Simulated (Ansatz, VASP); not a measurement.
**Two plane-wave programs on NbTe6Mo2**

The input INCAR:

```
SYSTEM = NbTe6Mo2
PREC = Accurate ; ENCUT = 520
EDIFF = 1E-7 ; ISMEAR = 0
SIGMA = 0.1 ; LREAL = .FALSE.
LASPH = .TRUE. ; NELM = 100
ALGO = Normal ; ISIF = 2
LWAVE = .FALSE. ; LCHARG = .FALSE.
GGA = PE ; NBANDS = 48
```

Contents of KPOINTS:

```
regular mesh
0
G
  3 3 4
  0 0 0
```

POSCAR

```
NbTe6Mo2
1.0
    6.4648201700      0.0000000000      0.0000000000
   -3.2324100900      5.5986985000      0.0000000000
    0.0000000000      0.0000000000      7.1713255800
Nb Te Mo
1 6 2
Direct
    0.0000000000      0.0000000000      0.0000000000
    0.6666666700      0.0000000000      0.7456322300
    0.3333333300      0.3333333300      0.7456322300
    0.0000000000      0.6666666700      0.7456322300
    0.3333333300      0.0000000000      0.2543677700
    0.0000000000      0.3333333300      0.2543677700
    0.6666666700      0.6666666700      0.2543677700
    0.3333333300      0.6666666700      0.0000000000
    0.6666666700      0.3333333300      0.0000000000
```

Input for Ansatz:

```yaml
crystal:
  lattice:
    - [6.46482017, 0.0, 0.0]
    - [-3.23241009, 5.5986985, 0.0]
    - [0.0, 0.0, 7.17132558]
  atoms:
    - { symbol: Nb, position: [0.0, 0.0, 0.0] }
    - { symbol: Te, position: [0.66666667, 0.0, 0.74563223] }
    - { symbol: Te, position: [0.33333333, 0.33333333, 0.74563223] }
    - { symbol: Te, position: [0.0, 0.66666667, 0.74563223] }
    - { symbol: Te, position: [0.33333333, 0.0, 0.25436777] }
    - { symbol: Te, position: [0.0, 0.33333333, 0.25436777] }
    - { symbol: Te, position: [0.66666667, 0.66666667, 0.25436777] }
    - { symbol: Mo, position: [0.33333333, 0.66666667, 0.0] }
    - { symbol: Mo, position: [0.66666667, 0.33333333, 0.0] }
basis:
  ecutwfc: 420
kpoints:
  mp_grid: { grid: [3, 3, 4] }
hamiltonian:
  xc: pbe
scf:
  occupations: { method: gaussian, width: 0.1 }
  lower_state_search: "off"
output:
  forces: true
  stress: true
  eigenvalues: true
```

Alike in both runs: task single point; functional PBE; k mesh 3 × 3 × 4; occupations gaussian, width 0.1 eV; no spin polarisation.

```csv
,VASP,Ansatz
version,VASP 6.6.1,Ansatz 0.2.0
potentials or method,"VASP PAW PBE potentials, release 64 (Nb_sv, Te, Mo_sv), cutoff 520 eV","scalar-relativistic, plane waves, PAW"
valence electrons in the cell,77,137
```

```tsv
	VASP	Ansatz	Ansatz less VASP
gap on the k mesh at the Fermi level (eV)	none	none	-
pressure (GPa)	-4.5	-4.5	+0.03
traceless stress, the component that is largest in VASP (GPa)	1.65	1.63	-0.023
rms of the force components (eV/Å)	0.244	0.247	+0.0030
```

Atom by atom the forces differ by 0.003 eV/Å (rms over components). A gap of «none» marks a metal or a gap that the smearing closes. VASP's potentials hold 77 valence electrons a cell and Ansatz's 137, so a difference there can come from the potentials and not from the codes.

The k mesh is coarse, so the values compare programs but aren't converged. Spin-orbit coupling is off throughout.
